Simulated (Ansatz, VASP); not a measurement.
**Two plane-wave programs on CdTe**

INCAR

```
PREC = Accurate
ENCUT = 400
EDIFF = 1E-6
ISMEAR = 0
SIGMA = 0.05
LREAL = F
LASPH = T
NELM = 120
ALGO = Normal
ISIF = 2
LWAVE = F
LCHARG = F
LDIPOL = T
IDIPOL = 3
DIPOL = 0.5 0.5 0.406
GGA = PE
IVDW = 12
NBANDS = 86
GGA_COMPAT = F
NELMDL = -8
```

Contents of KPOINTS:

```
Automatic mesh
0
Gamma
  2 2 1
```

POSCAR

```
CdTe
1.0
    9.2158675514      0.0000000000      0.0000000000
   -4.6079337757      7.9811754174      0.0000000000
    0.0000000000      0.0000000000     24.5076527162
Te Cd
8 8
Direct
    0.5000000000      0.0000000000      0.3264286504
    0.5000000000      0.5000000000      0.3264286504
    0.0000000000      0.0000000000      0.3264286504
    0.0000000000      0.5000000000      0.3264286504
    0.7486739854      0.9979301103      0.4862995624
    0.7499507093      0.5000683885      0.4862650600
    0.2498161115      0.9999168914      0.4864039885
    0.2491308341      0.4980636501      0.4859016207
    0.1666666667      0.8333333333      0.3648081131
    0.1666666667      0.3333333333      0.3648081131
    0.6666666667      0.8333333333      0.3648081131
    0.6666666667      0.3333333333      0.3648081131
    0.4162206116      0.8336738358      0.4481144215
    0.4176453118      0.3343123839      0.4476298943
    0.9177813494      0.8348995283      0.4476647563
    0.9160327933      0.3332329432      0.4483325973
```

Input for Ansatz:

```yaml
crystal:
  lattice:
    - [9.2158675514, 0.0, 0.0]
    - [-4.6079337757, 7.9811754174, 0.0]
    - [0.0, 0.0, 24.5076527162]
  atoms:
    - { symbol: Te, position: [0.5, 0.0, 0.3264286504] }
    - { symbol: Te, position: [0.5, 0.5, 0.3264286504] }
    - { symbol: Te, position: [0.0, 0.0, 0.3264286504] }
    - { symbol: Te, position: [0.0, 0.5, 0.3264286504] }
    - { symbol: Cd, position: [0.1666666667, 0.8333333333, 0.3648081131] }
    - { symbol: Cd, position: [0.1666666667, 0.3333333333, 0.3648081131] }
    - { symbol: Cd, position: [0.6666666667, 0.8333333333, 0.3648081131] }
    - { symbol: Cd, position: [0.6666666667, 0.3333333333, 0.3648081131] }
    - { symbol: Te, position: [0.7486739854, 0.9979301103, 0.4862995624] }
    - { symbol: Te, position: [0.7499507093, 0.5000683885, 0.48626506] }
    - { symbol: Te, position: [0.2498161115, 0.9999168914, 0.4864039885] }
    - { symbol: Te, position: [0.2491308341, 0.4980636501, 0.4859016207] }
    - { symbol: Cd, position: [0.4162206116, 0.8336738358, 0.4481144215] }
    - { symbol: Cd, position: [0.4176453118, 0.3343123839, 0.4476298943] }
    - { symbol: Cd, position: [0.9177813494, 0.8348995283, 0.4476647563] }
    - { symbol: Cd, position: [0.9160327933, 0.3332329432, 0.4483325973] }
basis:
  ecutwfc: 420
kpoints:
  mp_grid: { grid: [2, 2, 1] }
hamiltonian:
  xc: pbe
  dispersion: d3bj
scf:
  occupations: { method: gaussian, width: 0.05 }
output:
  forces: true
  eigenvalues: true
  write_density: true
  volumetric_format: npy
efield:
  axis: 3
  dipole_correction: true
  ramp_width: 0.04
```

Alike in both runs: task single point; functional PBE; dispersion D3(BJ); k mesh 2 × 2 × 1; occupations gaussian, width 0.05 eV; no spin polarisation.

|  | VASP | Ansatz |
| --- | --- | --- |
| version | VASP 6.6.1 | Ansatz 0.2.0 |
| potentials or method | VASP PAW PBE potentials, release 64 (Te, Cd), cutoff 400 eV | scalar-relativistic, plane waves, PAW |
| valence electrons in the cell | 144 | 288 |

```csv
,VASP,Ansatz,Ansatz less VASP
gap on the k mesh at the Fermi level (eV),1.26,1.27,+0.014
least direct gap on the mesh (eV),1.26,1.27,+0.014
rms of the force components (eV/Å),0.025,0.023,-0.0014
```

VASP's potentials hold 144 valence electrons a cell and Ansatz's 288, so a difference there can come from the potentials and not from the codes.

Spin-orbit coupling is off throughout.
